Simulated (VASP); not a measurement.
# AlP (F-43m) in VASP: notebook

Aim: see how the results for AlP move with the level of theory and the settings. Levels: PBE, r2SCAN, HSE06. Tasks: single point.

All numbers are computed with VASP 6.6.1; they aren't measurements. Logs are shortened: lines on timing, memory, paths and dates and some standing lists are left out, and cuts for length are marked.

## (1) The cell of the first run

The structure is cubic, space group F-43m (No. 216). The conventional cell has a = 5.451 Å, b = 5.451 Å, c = 5.451 Å, α = 90.00°, β = 90.00°, γ = 90.00°. Within 3.1 Å of Al (site symmetry -43m) lie 4 P at 2.36 Å. P (site symmetry -43m) has 4 Al at 2.36 Å within 3.1 Å.

## (2) Single point, PBE

INCAR reads:

```
SYSTEM = AlP
PREC = Accurate
ENCUT = 500
EDIFF = 1E-6
ISMEAR = -1
SIGMA = 0.02
LREAL = .FALSE.
LASPH = .TRUE.
NELM = 120
ALGO = Normal
ISIF = 2
LWAVE = .FALSE.
LCHARG = .FALSE.
GGA = PE
NBANDS = 11
GGA_COMPAT = .FALSE.
```

KPOINTS reads:

```
regular mesh
0
G
  4 4 4
  0 0 0
```

POSCAR reads:

```
AlP
1.0
    0.0000000000      2.7255000000      2.7255000000
    2.7255000000      0.0000000000      2.7255000000
    2.7255000000      2.7255000000      0.0000000000
Al P
1 1
Direct
    0.0000000000      0.0000000000      0.0000000000
    0.2500000000      0.2500000000      0.2500000000
```

Potentials or basis: VASP PAW PBE potentials, release 64 (Al, P).

Started as:

```console
cat potpaw_PBE.64/Al/POTCAR potpaw_PBE.64/P/POTCAR > POTCAR
mpirun -np 1 vasp_std > vasp.out
```

OUTCAR:

```text
SYSTEM = AlP
   PREC = Accurate
   ENCUT = 500
   EDIFF = 1E-6
   ISMEAR = -1
   LREAL = .FALSE.
   LASPH = .TRUE.
   NELM = 120
   ISIF = 2
   GGA = PE

 ion  position               nearest neighbor table
   1  0.000  0.000  0.000-   2 2.36   2 2.36   2 2.36   2 2.36
   2  0.250  0.250  0.250-   1 2.36   1 2.36   1 2.36   1 2.36

  LATTYP: Found a face centered cubic cell.
 ALAT       =     5.4510000000

  Lattice vectors:

 A1 = (   0.0000000000,   2.7255000000,   2.7255000000)
 A2 = (   2.7255000000,   0.0000000000,   2.7255000000)
 A3 = (   2.7255000000,   2.7255000000,   0.0000000000)

Analysis of symmetry for initial positions (statically):
=====================================================================
 Subroutine PRICEL returns:
 Original cell was already a primitive cell.

 Routine SETGRP: Setting up the symmetry group for a
 face centered cubic supercell.

 Subroutine GETGRP returns: Found 24 space group operations
 (whereof 24 operations were pure point group operations)
 out of a pool of 48 trial point group operations.

The static configuration has the point symmetry T_d .

Analysis of symmetry for dynamics (positions and initial velocities):
=====================================================================
 Subroutine PRICEL returns:
 Original cell was already a primitive cell.

 Routine SETGRP: Setting up the symmetry group for a
 face centered cubic supercell.

 Subroutine GETGRP returns: Found 24 space group operations
 (whereof 24 operations were pure point group operations)
 out of a pool of 48 trial point group operations.

The dynamic configuration has the point symmetry T_d .

 Subroutine INISYM returns: Found 24 space group operations
 (whereof 24 operations are pure point group operations),
 and found     1 'primitive' translations

----------------------------------------------------------------------------------------

                                     Primitive cell

  volume of cell :      40.4919

  direct lattice vectors                    reciprocal lattice vectors
     0.000000000  2.725500000  2.725500000    -0.183452578  0.183452578  0.183452578
     2.725500000  0.000000000  2.725500000     0.183452578 -0.183452578  0.183452578
     2.725500000  2.725500000  0.000000000     0.183452578  0.183452578 -0.183452578

  length of vectors
     3.854439064  3.854439064  3.854439064     0.317749185  0.317749185  0.317749185

  position of ions in fractional coordinates (direct lattice)
     0.000000000  0.000000000  0.000000000
     0.250000000  0.250000000  0.250000000

  ion indices of the primitive-cell ions
   primitive index   ion index
                 1           1
                 2           2

----------------------------------------------------------------------------------------

 KPOINTS: regular mesh

Automatic generation of k-mesh.
 Grid dimensions read from file:
 generate k-points for:    4    4    4

 Generating k-lattice:

  Cartesian coordinates                     Fractional coordinates (reciprocal lattice)
    -0.045863144  0.045863144  0.045863144     0.250000000  0.000000000  0.000000000
     0.045863144 -0.045863144  0.045863144     0.000000000  0.250000000  0.000000000
     0.045863144  0.045863144 -0.045863144     0.000000000  0.000000000  0.250000000

  Length of vectors
     0.079437296  0.079437296  0.079437296

  Shift w.r.t. Gamma in fractional coordinates (k-lattice)
     0.000000000  0.000000000  0.000000000

 Subroutine IBZKPT returns following result:
 ===========================================

 Found      8 irreducible k-points:

 Following reciprocal coordinates:
            Coordinates               Weight
  0.000000  0.000000  0.000000      1.000000
  0.250000  0.000000  0.000000      8.000000
  0.500000  0.000000  0.000000      4.000000
  0.250000  0.250000  0.000000      6.000000
  0.500000  0.250000  0.000000     24.000000
 -0.250000  0.250000  0.000000     12.000000
  0.500000  0.500000  0.000000      3.000000
 -0.250000  0.500000  0.250000      6.000000
   k-points           NKPTS =      8   k-points in BZ     NKDIM =      8   number of bands    NBANDS=     11
   number of dos      NEDOS =    301   number of ions     NIONS =      2
   total plane-waves  NPLWV =  21952
   dimension x,y,z NGX =    28 NGY =   28 NGZ =   28
   dimension x,y,z NGXF=    56 NGYF=   56 NGZF=   56
   ions per type =               1   1
   NGX,Y,Z   is equivalent  to a cutoff of  12.08, 12.08, 12.08 a.u.
   NGXF,Y,Z  is equivalent  to a cutoff of  24.15, 24.15, 24.15 a.u.
 SYSTEM =  AlP
   PREC   = accura    normal or accurate (medium, high low for compatibility)
   ISTART =      0    job   : 0-new  1-cont  2-samecut
   ICHARG =      2    charge: 1-file 2-atom 10-const
   ISPIN  =      1    spin polarized calculation?
   LNONCOLLINEAR =      F non collinear calculations
   LSORBIT =      F    spin-orbit coupling
   LASPH  =      T    aspherical Exc in radial PAW
   ENCUT  =  500.0 eV  36.75 Ry    6.06 a.u.   7.03  7.03  7.03*2*pi/ulx,y,z
   NELM   =    120;   NELMIN=  2; NELMDL= -5     # of ELM steps
   EDIFF  = 0.1E-05   stopping-criterion for ELM
   LREAL  =      F    real-space projection
   EDIFFG = 0.1E-04   stopping-criterion for IOM
   NSW    =      0    number of steps for IOM
   IBRION =     -1    ionic relax: 0-MD 1-quasi-New 2-CG
   NFREE  =      0    steps in history (QN), initial steepest desc. (CG)
   ISIF   =      2    stress and relaxation
   ISYM   =      2    0-nonsym 1-usesym 2-fastsym
   POTIM  = 0.5000    time-step for ionic-motion
   TEBEG  =    0.0;   TEEND  =   0.0 temperature during run
   PSTRESS=    0.0 pullay stress
   NELECT =       8.0000    total number of electrons
   NUPDOWN=      -1.0000    fix difference up-down
   EMIN   =  10.00;   EMAX   =-10.00  energy-range for DOS
   EFERMI =   0.00;   METHOD = LEGACY
   ISMEAR =    -1;   SIGMA  =   0.02  broadening in eV -4-tet -1-fermi 0-gaus
   EFERMI_NEDOS =   21; number of points for ismear=-14 and -15
   IALGO  =     38    algorithm
   IMIX   =      4    mixing-type and parameters
     AMIX     =   0.40;   BMIX     =  1.00
     AMIX_MAG =   1.60;   BMIX_MAG =  1.00
  volume/ion in A,a.u.               =      20.25       136.63
  Fermi-wavevector in a.u.,A,eV,Ry     =   0.953488  1.801831 12.369596  0.909140
  Thomas-Fermi vector in A             =   2.082148
   LORBIT       =      0    0 simple, 1 ext, 2 COOP (PROOUT), +10 PAW based schemes
   GGA     = PE    functional components
   LHFCALC =     F    Hartree Fock is set to
   AEXX    =    0.0000 exact exchange contribution
   IVDW    =     0    specifies the selected vdW correction
   LEPSILON=     F    determine dielectric tensor
   LRPA    =     F    only Hartree local field effects (RPA)
 non-spin polarized calculation
  energy-cutoff  :      500.00
  volume of cell :       40.49
 maximum number of plane-waves:      1056
   NGX = 13   NGY = 13   NGZ = 13

 number of electron       8.0000000 magnetization

 Free energy of the ion-electron system (eV)
  ---------------------------------------------------
  ext. energy  EPLUGINS =         0.00000000
  ---------------------------------------------------
  free energy    TOTEN  =       -10.27060856 eV

  energy without entropy =      -10.27060856  energy(sigma->0) =      -10.27060856

 E-fermi :   5.1268     XC(G=0):  -9.2110

 val. band max:        4.6646371305   @ k =   0.0000   0.0000   0.0000
 cond. band min:       6.2096146674   @ k =   0.5000   0.5000   0.0000
 fundamental gap:      1.5449775368
 Fermi energy:         5.1267741230

 k-point     1 :       0.0000    0.0000    0.0000
  band No.  band energies     occupation
      1      -6.8744      2.00000
      2       4.6646      2.00000
      3       4.6646      2.00000
      4       4.6646      2.00000
      5       8.0071      0.00000
      6       9.2077      0.00000
      7       9.2077      0.00000
      8       9.2077      0.00000
      9      13.4828      0.00000
     10      13.4828      0.00000
     11      14.9706      0.00000

 k-point     2 :       0.2500    0.0000    0.0000
  band No.  band energies     occupation
      1      -6.2111      2.00000
      2       1.4729      2.00000
      3       4.2176      2.00000
      4       4.2176      2.00000
      5       7.9962      0.00000
      6       9.7986      0.00000
      7       9.7986      0.00000
      8      11.6285      0.00000
      9      12.9738      0.00000
     10      12.9738      0.00000
     11      15.0403      0.00000

 k-point     3 :       0.5000    0.0000    0.0000
  band No.  band energies     occupation
      1      -5.1761      2.00000
      2      -0.9021      2.00000
      3       3.8946      2.00000
      4       3.8946      2.00000
      5       7.4818      0.00000
      6       9.4602      0.00000
      7       9.4602      0.00000
      8      12.9377      0.00000
      9      16.1964      0.00000
     10      16.1964      0.00000
     11      16.5504      0.00000

 k-point     4 :       0.2500    0.2500    0.0000
  band No.  band energies     occupation
      1      -5.9827      2.00000
      2       1.7660      2.00000
      3       3.3629      2.00000
      4       3.3629      2.00000
      5       7.5052      0.00000
      6       8.7381      0.00000
      7      11.7503      0.00000
      8      11.7503      0.00000
      9      12.6935      0.00000
     10      14.6656      0.00000
     11      18.4237      0.00000

 k-point     5 :       0.5000    0.2500    0.0000
  band No.  band energies     occupation
      1      -4.9099      2.00000
      2      -0.2658      2.00000
      3       1.9796      2.00000
      4       3.1018      2.00000
      5       7.4348      0.00000
      6       9.9700      0.00000
      7      11.5758      0.00000
      8      11.7819      0.00000
      9      15.5215      0.00000
     10      16.2771      0.00000
     11      17.9995      0.00000

 k-point     6 :      -0.2500    0.2500    0.0000
  band No.  band energies     occupation
      1      -5.2999      2.00000
      2       0.2985      2.00000
      3       1.8107      2.00000
      4       3.8152      2.00000
      5       8.4223      0.00000
      6      10.7681      0.00000
      7      10.8607      0.00000
      8      11.2930      0.00000
      9      12.2792      0.00000
     10      15.7619      0.00000
     11      17.9758      0.00000

 k-point     7 :       0.5000    0.5000    0.0000
  band No.  band energies     occupation
      1      -4.5038      2.00000
      2      -0.6773      2.00000
      3       2.5427      2.00000
      4       2.5427      2.00000
      5       6.2096      0.00000
      6       7.1092      0.00000
      7      15.7643      0.00000
      8      15.7643      0.00000
      9      16.7611      0.00000
     10      16.7611      0.00000
     11      16.7906      0.00000

 k-point     8 :      -0.2500    0.5000    0.2500
  band No.  band energies     occupation
      1      -4.4530      2.00000
      2      -0.2844      2.00000
      3       1.4639      2.00000
      4       1.8215      2.00000
      5       8.9760      0.00000
      6      10.6170      0.00000
      7      10.7976      0.00000
      8      11.0415      0.00000
      9      15.9771      0.00000
     10      16.6380      0.00000
     11      18.0099      0.00000

------------------------ aborting loop because EDIFF is reached ----------------------------------------

  FORCE on cell =-STRESS in cart. coord.  units (eV):
  Direction    XX          YY          ZZ          XY          YZ          ZX
  --------------------------------------------------------------------------------------
  -------------------------------------------------------------------------------------
  Total        0.7720156      0.7720156      0.7720156     -0.0000000      0.0000000      0.0000000
  in kB       30.5469673     30.5469673     30.5469673     -0.0000000      0.0000000      0.0000000
  external PRESSURE =      30.5469673 kB  Pullay stress =       0.0000000 kB

 VOLUME and BASIS-vectors are now :
 -----------------------------------------------------------------------------
  energy-cutoff  :      500.00
  volume of cell :       40.49
      direct lattice vectors                 reciprocal lattice vectors
     0.000000000  2.725500000  2.725500000    -0.183452578  0.183452578  0.183452578
     2.725500000  0.000000000  2.725500000     0.183452578 -0.183452578  0.183452578
     2.725500000  2.725500000  0.000000000     0.183452578  0.183452578 -0.183452578

 POSITION                                       TOTAL-FORCE (eV/Angst)
 -----------------------------------------------------------------------------------
      0.00000      0.00000      0.00000        -0.000000      0.000000      0.000000
      1.36275      1.36275      1.36275         0.000000     -0.000000     -0.000000
 -----------------------------------------------------------------------------------
    total drift:                               -0.000000     -0.000000     -0.000000

  FREE ENERGIE OF THE ION-ELECTRON SYSTEM (eV)
  ---------------------------------------------------
  free  energy   TOTEN  =       -10.2706085609 eV

  energy  without entropy=      -10.2706085609  energy(sigma->0) =      -10.27060856
```

Wall time 9.1 s (1 thread of Intel Xeon 8259CL, shared host); peak memory 0.14 GiB.

What came out:

- Free energy: -10.2706 eV
- Pressure: 3.1 GPa
- Band gap on the k mesh: 1.54 eV (least direct gap 3.34 eV)

Levels at points of the mesh, in eV from the valence-band top:
```csv
k point,band 2,band 3,band 4,band 5,band 6,band 7
"(0.00, 0.00, 0.00)",0.00,0.00,0.00,3.34,4.54,4.54
"(0.50, 0.00, 0.00)",-5.57,-0.77,-0.77,2.82,4.80,4.80
"(0.50, 0.50, 0.00)",-5.34,-2.12,-2.12,1.54,2.44,11.10
```

Caveat: the k points lie up to 0.50 Å⁻¹ apart. A k mesh can miss the band edges.

## (3) Single point, r2SCAN

POSCAR is that of step 2.

INCAR.step1 reads:

```
  ALGO = Normal
  EDIFF = 1E-5
  ENCUT = 550
  GGA = PE
  GGA_COMPAT = False
  ISMEAR = -1
  LASPH = True
  LCHARG = False
  LREAL = False
  LWAVE = True
  NBANDS = 11
  NELM = 120
  PREC = Accurate
  SIGMA = 0.02
```

INCAR.step2 reads:

```
  ALGO = Normal
  EDIFF = 1E-6
  ENCUT = 550
  GGA_COMPAT = False
  ISIF = 2
  ISMEAR = -1
  ISTART = 1
  LASPH = True
  LCHARG = False
  LMIXTAU = True
  LREAL = False
  LWAVE = False
  METAGGA = R2SCAN
  NBANDS = 11
  NELM = 120
  PREC = Accurate
  SIGMA = 0.02
```

KPOINTS reads:

```
k-points
0
Gamma
  4 4 4
```

Potentials or basis: VASP PAW PBE potentials, release 64 (Al, P).

Started as:

```console
cat potpaw_PBE.64/Al/POTCAR potpaw_PBE.64/P/POTCAR > POTCAR
cp INCAR.step1 INCAR
mpirun -np 1 vasp_std > vasp.out
cp INCAR.step2 INCAR
mpirun -np 1 vasp_std > vasp.out
```

It took 51 s on 1 thread of Intel Xeon 8259CL, shared host; peak memory 0.17 GiB.

The run converged. Its results:

```
Free energy            : -17.1212 eV
Pressure               : 1.5 GPa
Band gap on the k mesh : 1.88 eV (least direct gap 4.05 eV)
```

Levels at points of the mesh, in eV from the valence-band top:
| k point | band 2 | band 3 | band 4 | band 5 | band 6 | band 7 |
| --- | --- | --- | --- | --- | --- | --- |
| (0.00, 0.00, 0.00) | 0.00 | 0.00 | 0.00 | 4.05 | 4.97 | 4.97 |
| (0.50, 0.00, 0.00) | -5.70 | -0.80 | -0.80 | 3.34 | 5.21 | 5.21 |
| (0.50, 0.50, 0.00) | -5.46 | -2.19 | -2.19 | 1.88 | 2.83 | 12.03 |

Caveat: the k points lie up to 0.50 Å⁻¹ apart; the PAW data sets were made with another functional, which shifts forces and pressure a little. r2SCAN opens gaps a little over a GGA but as a rule still falls short of measured ones.

[end of part 1 of 2]
